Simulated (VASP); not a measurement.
# WC (P1) in VASP: single point with PBE

Aim: the single point of WC with PBE.

Everything below comes from runs of VASP 6.6.1. Logs are shortened: lines on timing, memory, paths and dates and some standing lists are left out, and cuts for length are marked.

## 1. The cell of the first run

The typed cell holds 4 atoms: a = 2.847 Å, b = 2.922 Å, c = 5.061 Å, α = 90.00°, β = 90.00°, γ = 90.00°.

## 2. Single point, PBE (all C atoms moved 0.2 Å in one direction)

INCAR

```
PREC = Accurate
ENCUT = 520
EDIFF = 1E-7
ISMEAR = 0
SIGMA = 0.15
LREAL = F
LASPH = T
NELM = 60
ALGO = Normal
ISIF = 2
LWAVE = F
LCHARG = T
GGA = PE
LELF = T
LVHAR = T
NBANDS = 26
```

KPOINTS

```
Automatic mesh
0
Gamma
  12 12 8
```

POSCAR

```
WC
1.0
    0.0000000000      0.0000000000      2.8470758828
    2.9217716515      0.0000000000      0.0000000000
    0.0000000000      5.0606569486      0.0000000000
W C
2 2
Direct
    0.0234163410      0.5076887908      0.4859567187
    0.0234163410      0.0076887908     -0.0140432813
    0.4765836590      0.4923112092      0.1807099480
    0.4765836590     -0.0076887908      0.6807099480
```

Potentials or basis: VASP PAW PBE potentials, release 64 (W_sv, C).

Started as:

```console
> cat potpaw_PBE.64/W_sv/POTCAR potpaw_PBE.64/C/POTCAR > POTCAR
> mpirun -np 1 vasp_std > vasp.out
```

OUTCAR:

```text
PREC = Accurate
   ENCUT = 520
   EDIFF = 1E-7
   ISMEAR = 0
   LREAL = F
   LASPH = T
   NELM = 60
   ISIF = 2
   GGA = PE

 ion  position               nearest neighbor table
   1  0.023  0.508  0.486-   3 2.01   4 2.15   3 2.19   4 2.21   4 2.32   4 2.38   2 2.92   2 2.92
                             2 2.92   2 2.92
   2  0.023  0.008  0.986-   4 2.01   3 2.15   4 2.19   3 2.21   3 2.32   3 2.38   1 2.92   1 2.92
                             1 2.92   1 2.92
   3  0.477  0.492  0.181-   1 2.01   2 2.15   1 2.19   2 2.21   2 2.32   2 2.38
   4  0.477  0.992  0.681-   2 2.01   1 2.15   2 2.19   1 2.21   1 2.32   1 2.38

  LATTYP: Found a simple orthorhombic cell.
 ALAT       =     2.8470758828
 B/A-ratio  =     1.0262359599
 C/A-ratio  =     1.7774928231

  Lattice vectors:

 A1 = (   0.0000000000,   0.0000000000,   2.8470758828)
 A2 = (   2.9217716515,   0.0000000000,   0.0000000000)
 A3 = (   0.0000000000,   5.0606569486,   0.0000000000)

Analysis of symmetry for initial positions (statically):
=====================================================================
 Subroutine PRICEL returns following result:

  LATTYP: Found a hexagonal cell.
 ALAT       =     2.9217716515
 C/A-ratio  =     0.9744347685

  Lattice vectors:

 A1 = (  -2.9217716515,   0.0000000000,   0.0000000000)
 A2 = (   1.4608858258,  -2.5303284743,   0.0000000000)
 A3 = (   0.0000000000,   0.0000000000,   2.8470758828)

   2 primitive cells build up your supercell.

 Routine SETGRP: Setting up the symmetry group for a
 simple orthorhombic supercell.

 Subroutine GETGRP returns: Found  1 space group operations
 (whereof  1 operations were pure point group operations)
 out of a pool of  8 trial point group operations.

The static configuration has the point symmetry C_1 .

Analysis of symmetry for dynamics (positions and initial velocities):
=====================================================================
 Subroutine PRICEL returns following result:

  LATTYP: Found a hexagonal cell.
 ALAT       =     2.9217716515
 C/A-ratio  =     0.9744347685

  Lattice vectors:

 A1 = (  -2.9217716515,   0.0000000000,   0.0000000000)
 A2 = (   1.4608858258,  -2.5303284743,   0.0000000000)
 A3 = (   0.0000000000,   0.0000000000,   2.8470758828)

   2 primitive cells build up your supercell.

 Routine SETGRP: Setting up the symmetry group for a
 simple orthorhombic supercell.

 Subroutine GETGRP returns: Found  1 space group operations
 (whereof  1 operations were pure point group operations)
 out of a pool of  8 trial point group operations.

The dynamic configuration has the point symmetry C_1 .

 Subroutine INISYM returns: Found  1 space group operations
 (whereof  1 operations are pure point group operations),
 and found     2 'primitive' translations

----------------------------------------------------------------------------------------

                                     Primitive cell

  volume of cell :      21.0486

  direct lattice vectors                    reciprocal lattice vectors
    -2.921771651  0.000000000  0.000000000    -0.342258095 -0.197602803  0.000000000
     1.460885826 -2.530328474  0.000000000    -0.000000000 -0.395205607  0.000000000
     0.000000000  0.000000000  2.847075883     0.000000000  0.000000000  0.351237565

  length of vectors
     2.921771651  2.921771652  2.847075883     0.395205607  0.395205607  0.351237565

  position of ions in fractional coordinates (direct lattice)
     0.006354490  0.028086563  0.023416341
     0.326978843  0.638580104  0.476583659

  ion indices of the primitive-cell ions
   primitive index   ion index
                 1           1
                 2           3

----------------------------------------------------------------------------------------

 KPOINTS: Automatic mesh

Automatic generation of k-mesh.
 Grid dimensions read from file:
 generate k-points for:   12   12    8

 Generating k-lattice:

  Cartesian coordinates                     Fractional coordinates (reciprocal lattice)
     0.000000000  0.000000000  0.029269797     0.083333333  0.000000000  0.000000000
     0.028521508  0.000000000  0.000000000     0.000000000  0.083333333  0.000000000
     0.000000000  0.024700350  0.000000000     0.000000000  0.000000000  0.125000000

  Length of vectors
     0.029269797  0.028521508  0.024700350

  Shift w.r.t. Gamma in fractional coordinates (k-lattice)
     0.000000000  0.000000000  0.000000000

 Subroutine IBZKPT returns following result:
 ===========================================

 Found    580 irreducible k-points:

 Following reciprocal coordinates:
            Coordinates               Weight
  0.000000  0.000000  0.000000      1.000000
  0.083333  0.000000  0.000000      2.000000
  0.166667  0.000000  0.000000      2.000000
  0.250000  0.000000  0.000000      2.000000
  0.333333  0.000000  0.000000      2.000000
  0.416667  0.000000  0.000000      2.000000
[... 16 lines left out ...]
  0.166667  0.166667  0.000000      2.000000
  0.166667 -0.166667  0.000000      2.000000
 [... further k-points ...]
   k-points           NKPTS =    580   k-points in BZ     NKDIM =    580   number of bands    NBANDS=     26
   number of dos      NEDOS =    301   number of ions     NIONS =      4
   total plane-waves  NPLWV =  23040
   dimension x,y,z NGX =    24 NGY =   24 NGZ =   40
   dimension x,y,z NGXF=    48 NGYF=   48 NGZF=   80
   ions per type =               2   2
   NGX,Y,Z   is equivalent  to a cutoff of  14.01, 13.66, 13.14 a.u.
   NGXF,Y,Z  is equivalent  to a cutoff of  28.03, 27.31, 26.28 a.u.
 SYSTEM =  unknown system
   PREC   = accura    normal or accurate (medium, high low for compatibility)
   ISTART =      0    job   : 0-new  1-cont  2-samecut
   ICHARG =      2    charge: 1-file 2-atom 10-const
   ISPIN  =      1    spin polarized calculation?
   LNONCOLLINEAR =      F non collinear calculations
   LSORBIT =      F    spin-orbit coupling
   LASPH  =      T    aspherical Exc in radial PAW
   ENCUT  =  520.0 eV  38.22 Ry    6.18 a.u.   5.29  5.43  9.41*2*pi/ulx,y,z
   NELM   =     60;   NELMIN=  2; NELMDL= -5     # of ELM steps
   EDIFF  = 0.1E-06   stopping-criterion for ELM
   LREAL  =      F    real-space projection
   EDIFFG = 0.1E-05   stopping-criterion for IOM
   NSW    =      0    number of steps for IOM
   IBRION =     -1    ionic relax: 0-MD 1-quasi-New 2-CG
   NFREE  =      0    steps in history (QN), initial steepest desc. (CG)
   ISIF   =      2    stress and relaxation
   ISYM   =      2    0-nonsym 1-usesym 2-fastsym
   POTIM  = 0.5000    time-step for ionic-motion
   TEBEG  =    0.0;   TEEND  =   0.0 temperature during run
   PSTRESS=    0.0 pullay stress
   NELECT =      36.0000    total number of electrons
   NUPDOWN=      -1.0000    fix difference up-down
   EMIN   =  10.00;   EMAX   =-10.00  energy-range for DOS
   EFERMI =   0.00;   METHOD = LEGACY
   ISMEAR =     0;   SIGMA  =   0.15  broadening in eV -4-tet -1-fermi 0-gaus
   EFERMI_NEDOS =   21; number of points for ismear=-14 and -15
   IALGO  =     38    algorithm
   IMIX   =      4    mixing-type and parameters
     AMIX     =   0.40;   BMIX     =  1.00
     AMIX_MAG =   1.60;   BMIX_MAG =  1.00
  volume/ion in A,a.u.               =      10.52        71.02
  Fermi-wavevector in a.u.,A,eV,Ry     =   1.553907  2.936458 32.852980  2.414626
  Thomas-Fermi vector in A             =   2.658070
   LORBIT       =      0    0 simple, 1 ext, 2 COOP (PROOUT), +10 PAW based schemes
   GGA     = PE    functional components
   LHFCALC =     F    Hartree Fock is set to
   AEXX    =    0.0000 exact exchange contribution
   IVDW    =     0    specifies the selected vdW correction
   LEPSILON=     F    determine dielectric tensor
   LRPA    =     F    only Hartree local field effects (RPA)
 non-spin polarized calculation
 Gauss-broadening in eV      SIGMA  =   0.15
  energy-cutoff  :      520.00
  volume of cell :       42.10
 maximum number of plane-waves:      1158
 NGX is ok and might be reduce to    24
   NGX = 11   NGY = 11   NGZ = 19

 number of electron      35.9999997 magnetization

 Free energy of the ion-electron system (eV)
  ---------------------------------------------------
  ext. energy  EPLUGINS =         0.00000000
  ---------------------------------------------------
  free energy    TOTEN  =       -44.29157948 eV

  energy without entropy =      -44.28555470  energy(sigma->0) =      -44.28856709

 E-fermi :  10.9533     XC(G=0): -13.7023

 val. band max:       10.9482676791   @ k =   0.4167  -0.0833  -0.2500
 cond. band min:      10.9535966545   @ k =   0.4167  -0.4167  -0.3750
 fundamental gap:      0.0053289754
 Fermi energy:        10.9532912844

 k-point     1 :       0.0000    0.0000    0.0000
  band No.  band energies     occupation
      1     -63.1019      2.00000
      2     -63.0469      2.00000
      3     -27.7933      2.00000
      4     -27.1981      2.00000
      5     -27.1035      2.00000
      6     -27.0140      2.00000
[... 18 lines left out ...]
     25      17.0096      0.00000
     26      17.8884      0.00000

 k-point     2 :       0.0833    0.0000    0.0000
  band No.  band energies     occupation
      1     -63.0993      2.00000
      2     -63.0444      2.00000
      3     -27.7859      2.00000
      4     -27.1933      2.00000
      5     -27.1530      2.00000
      6     -27.0371      2.00000
[... 18 lines left out ...]
     25      17.1026      0.00000
     26      17.7589      0.00000

 k-point     3 :       0.1667    0.0000    0.0000
  band No.  band energies     occupation
      1     -63.0922      2.00000
      2     -63.0375      2.00000
      3     -27.7655      2.00000
      4     -27.2880      2.00000
      5     -27.1804      2.00000
      6     -27.1615      2.00000
[... 572 lines left out ...]
 k-point    23 :       0.1667    0.1667    0.0000
  band No.  band energies     occupation
      1     -63.0818      2.00000
      2     -63.0344      2.00000
      3     -27.7024      2.00000
      4     -27.3000      2.00000
      5     -27.2677      2.00000
      6     -27.1558      2.00000
[... 18 lines left out ...]
     25      17.2752      0.00000
     26      18.6619      0.00000

 k-point    24 :       0.1667   -0.1667    0.0000
  band No.  band energies     occupation
      1     -63.0818      2.00000
      2     -63.0344      2.00000
      3     -27.7024      2.00000
      4     -27.2999      2.00000
      5     -27.2672      2.00000
      6     -27.1559      2.00000
[... 18 lines left out ...]
     25      17.2607      0.00000
     26      18.7898      0.00000

 [... further k-points ...]

------------------------ aborting loop because EDIFF is reached ----------------------------------------

  FORCE on cell =-STRESS in cart. coord.  units (eV):
  Direction    XX          YY          ZZ          XY          YZ          ZX
  --------------------------------------------------------------------------------------
  -------------------------------------------------------------------------------------
  Total        0.0141649      3.5452318      3.1531774      0.5343066     -2.2026850      0.3545491
  in kB        0.5391035    134.9282876    120.0070550     20.3352200    -83.8321813     13.4938165
  external PRESSURE =      85.1581487 kB  Pullay stress =       0.0000000 kB

 VOLUME and BASIS-vectors are now :
 -----------------------------------------------------------------------------
  energy-cutoff  :      520.00
  volume of cell :       42.10
      direct lattice vectors                 reciprocal lattice vectors
     0.000000000  0.000000000  2.847075883     0.000000000  0.000000000  0.351237565
     2.921771651  0.000000000  0.000000000     0.342258095  0.000000000  0.000000000
     0.000000000  5.060656949  0.000000000     0.000000000  0.197602803  0.000000000

 POSITION                                       TOTAL-FORCE (eV/Angst)
 -----------------------------------------------------------------------------------
      1.48335      2.45926      0.06667        -0.547388      2.447784     -2.003800
      0.02246      4.98959      0.06667        -0.547388      2.447784     -2.003800
      1.43842      0.91451      1.35687         0.547388     -2.447784      2.003800
      2.89931      3.44484      1.35687         0.547388     -2.447784      2.003800
 -----------------------------------------------------------------------------------
    total drift:                                0.000020      0.000004     -0.000157

  FREE ENERGIE OF THE ION-ELECTRON SYSTEM (eV)
  ---------------------------------------------------
  free  energy   TOTEN  =       -44.2915794820 eV

  energy  without entropy=      -44.2855547046  energy(sigma->0) =      -44.28856709
```

Run time: 7.5 min. Hardware: 1 thread of Intel Xeon 8259CL, shared host; peak memory 0.59 GiB.

What came out:

* Free energy: -44.2916 eV
* Pressure: 8.5 GPa
* Largest force: 3.210 eV/Å
* Band gap on the k mesh: zero (bands 18 and 19 overlap by 0.99 eV)

Forces on the atoms (eV/Å):
```
W   -0.547  2.448 -2.004
W   -0.547  2.448 -2.004
C    0.547 -2.448  2.004
C    0.547 -2.448  2.004
```

Caveat: the cell differs from its parent crystal (all C atoms moved 0.2 Å in one direction); the stress differs along the axes, from 0 to 13 GPa; spin-orbit coupling is left out, which moves the levels of the heavy elements; forces of over 1 eV/Å act on the atoms, so gaps and moduli don't describe the material at rest.
